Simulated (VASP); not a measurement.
Here is a VASP 6.6.1 calculation.

INCAR

```
PREC = Accurate
ENCUT = 520
EDIFF = 1E-8
ISMEAR = -1
SIGMA = 0.15
LREAL = False
LASPH = True
NELM = 100
ALGO = Normal
ISIF = 2
LWAVE = False
LCHARG = False
GGA = PE
IVDW = 12
LEFG = True
NBANDS = 12
```

Contents of KPOINTS:

```
Automatic mesh
0
Gamma
  18 14 12
```

POSCAR

```
PN
1.0
    2.3476246527      0.0000000000      0.0000000000
    0.0000000000      2.9128262848      0.0000000000
    0.0000000000      0.0000000000      3.3435496182
P N
1 1
Direct
    0.0000000000      0.0000000000      0.5000000000
    0.0000000000      0.0000000000      0.0000000000
```

Potentials or basis: VASP PAW PBE potentials, release 64 (P, N).

Command:

```bash
$ cat potpaw_PBE.64/P/POTCAR potpaw_PBE.64/N/POTCAR > POTCAR
$ mpirun -np 1 vasp_std > vasp.out
```

Predict the dispersion energy per atom.

-0.303 eV.

Predict the band gap on the k mesh.

zero (band 5 reaches 8.12 eV, above the bottom of band 6 at 4.09 eV).

Predict the pressure.

-0.7 GPa.

Electric field gradients, principal values (V/Å²):
```tsv
atom	least	middle	greatest (by size)
1 P	-5.207	-16.363	21.571
2 N	12.856	12.861	-25.717
```

Caveat: without QUAD_EFG the Cq values of the log hold for a quadrupole moment of 1 mb, not for the nuclei.
